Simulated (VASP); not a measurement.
Input of a VASP 6.6.1 run:

File POSCAR:

```
GaP
1.0
    0.0000000000      2.6281130643      2.7254102088
    2.7254102088      0.0000000000      2.7254102088
    2.7254102088      2.6281130643      0.0000000000
Ga P
1 1
Direct
    0.0000000000      0.0000000000      0.0000000000
    0.2500000000      0.2500000000      0.2500000000
```

The input INCAR.step1:

```
SYSTEM = GaP
ALGO = Normal ; EDIFF = 1E-8
ENCUT = 500 ; GGA = PE
ISMEAR = 0 ; LASPH = .TRUE.
LCHARG = .FALSE. ; LREAL = .FALSE.
LWAVE = .TRUE. ; NELM = 80
PREC = Accurate ; SIGMA = 0.01
```

File INCAR.step2:

```
SYSTEM = GaP
ALGO = Exact ; EDIFF = 1E-8
ENCUT = 500 ; GGA = PE
ISMEAR = 0 ; ISTART = 1
LASPH = .TRUE. ; LCHARG = .FALSE.
LOPTICS = .TRUE. ; LREAL = .FALSE.
LWAVE = .TRUE. ; NBANDS = 171
NELM = 1 ; PREC = Accurate
SIGMA = 0.01
```

The input INCAR.step3:

```
SYSTEM = GaP
ALGO = EVGW0 ; EDIFF = 1E-8
ENCUT = 500 ; ENCUTGW = 150.0
GGA = PE ; ISMEAR = 0
ISTART = 1 ; LASPH = .TRUE.
LCHARG = .FALSE. ; LREAL = .FALSE.
LWAVE = .FALSE. ; NBANDS = 171
NBANDSGW = 17 ; NELMGW = 1
NOMEGA = 96 ; OMEGAMAX = 20
PREC = Accurate ; PRECFOCK = Fast
SIGMA = 0.01
```

File KPOINTS:

```
k-points
0
G
  4 4 4
  0 0 0
```

Potentials or basis: VASP PAW PBE potentials, release 64 (Ga_d_GW, P_GW).

Command:

```console
$ cat potpaw_PBE.64/Ga_d_GW/POTCAR potpaw_PBE.64/P_GW/POTCAR > POTCAR
$ cp INCAR.step1 INCAR
$ mpirun -np 1 vasp_std > vasp.out
$ cp INCAR.step2 INCAR
$ mpirun -np 1 vasp_std > vasp.out
$ cp INCAR.step3 INCAR
$ mpirun -np 1 vasp_std > vasp.out
```

(1) Predict the quasiparticle gap.

(2) What does it give for the least direct quasiparticle gap?

(3) Estimate the band gap of the starting levels on the mesh.

(4) Estimate the least direct gap of the starting levels on the mesh.

## Answers

(1) 1.75 eV.

(2) 2.89 eV.

(3) 1.25 eV.

(4) 1.98 eV.

Caveat: the k points lie up to 0.51 Å⁻¹ apart; bands, screening cutoff and mesh are small and nothing is extrapolated, so the quasiparticle values aren't converged.
